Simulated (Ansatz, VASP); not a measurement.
Two plane-wave programs on EuO

```xyz
4
Lattice="0.0000 2.5883 -2.5883 0.0000 2.5883 2.5883 5.1766 0.0000 0.0000" Properties=species:S:1:pos:R:3 pbc="T T T"
Eu    0.0000    0.0000    0.0000
Eu    2.5883    2.5883    0.0000
O     2.5883    2.5883    2.5883
O     5.1766    5.1766    2.5883
```

Alike in both runs: task single point; functional PBE; k mesh 4 × 4 × 3; occupations gaussian, width 0.05 eV; collinear spin; Hubbard terms Eu f U = 6.0 eV.

|  | VASP | Ansatz |
| --- | --- | --- |
| version | VASP 6.6.1 | Ansatz 0.2.0 |
| potentials or method | VASP PAW PBE potentials, release 64 (Eu, O), cutoff 600 eV | scalar-relativistic, plane waves, PAW |
| valence electrons in the cell | 46 | 46 |

VASP gave:

* gap on the k mesh at the Fermi level (eV): 0.05
* least direct gap on the mesh (eV): 0.05
* pressure (GPa): -0.3
* net moment per atom (μB): 3.50
* size of the moment on the site where the two differ most (μB): 6.73

Problem. Estimate Ansatz's values.

Solution. gap on the k mesh at the Fermi level (eV): 0.38; least direct gap on the mesh (eV): 0.38; pressure (GPa): 0.2; net moment per atom (μB): 3.50; size of the moment on the site where the two differ most (μB): 6.76.

Site moments also hang on the region over which each program counts them. The programs project onto different local orbitals, so the same U acts differently, and such runs can settle in different states. Ansatz's warnings: stability check not made.

The k mesh is coarse, so the values compare programs but aren't converged. Spin-orbit coupling is off throughout.
